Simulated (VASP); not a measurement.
Write the native input for VASP 6.6.1 that does the following.

| Quantity | Value |
| --- | --- |
| Task | single point |
| Functional | PBE |
| Potentials or basis | VASP PAW PBE potentials, release 64 (Au) |
| Cutoff | 520 eV |
| k mesh | 18 × 18 × 18 |
| Occupations | gaussian, width 0.1 eV |
| Spin | no spin polarisation |
| Dipole correction | no |
| Further INCAR settings | ALGO = Normal; EDIFF = 1e-07; NBANDS = 12 |

The structure of Au lies in POSCAR:

```
Au
1.0
   -1.6507165991      1.6507165991      1.6507165991
    1.6507165991     -1.6507165991      1.6507165991
    1.6507165991      1.6507165991     -1.6507165991
Au
1
Direct
    0.0000000000      0.0000000000      0.0000000000
```

This isn't the form of Au at room conditions, which is fcc.

The input as run:

INCAR

```
SYSTEM = Au
ALGO     = Normal         ! electronic algorithm
EDIFF    = 1E-7           ! SCF threshold, eV
ENCUT    = 520            ! plane-wave cutoff, eV
GGA      = PE             ! functional
ISIF     = 2              ! what is computed and relaxed
ISMEAR   = 0              ! smearing method
LASPH    = .TRUE.         ! aspherical terms in the spheres
LCHARG   = .FALSE.        ! write CHGCAR
LREAL    = .FALSE.        ! projectors in reciprocal space
LWAVE    = .FALSE.        ! write WAVECAR
NBANDS   = 12             ! bands
NELM     = 100            ! most SCF steps
PREC     = Accurate       ! precision mode
SIGMA    = 0.1            ! smearing width, eV
```

KPOINTS

```
k-points
0
G
  18 18 18
  0 0 0
```

Potentials or basis: VASP PAW PBE potentials, release 64 (Au).

The run is started by

```sh
$ cat potpaw_PBE.64/Au/POTCAR > POTCAR
$ mpirun -np 1 vasp_std > vasp.out
```

Results of the run:

* Pressure: -0.2 GPa
* Band gap on the k mesh: zero (an odd number of electrons rules out a gap without spin polarisation)

Caveat: spin-orbit coupling is left out, which moves the levels of the heavy elements.

It took 13 s on 1 thread of Intel(R) Xeon(R) 6975P-C (Granite Rapids) (shared host), peak memory 0.16 GiB.
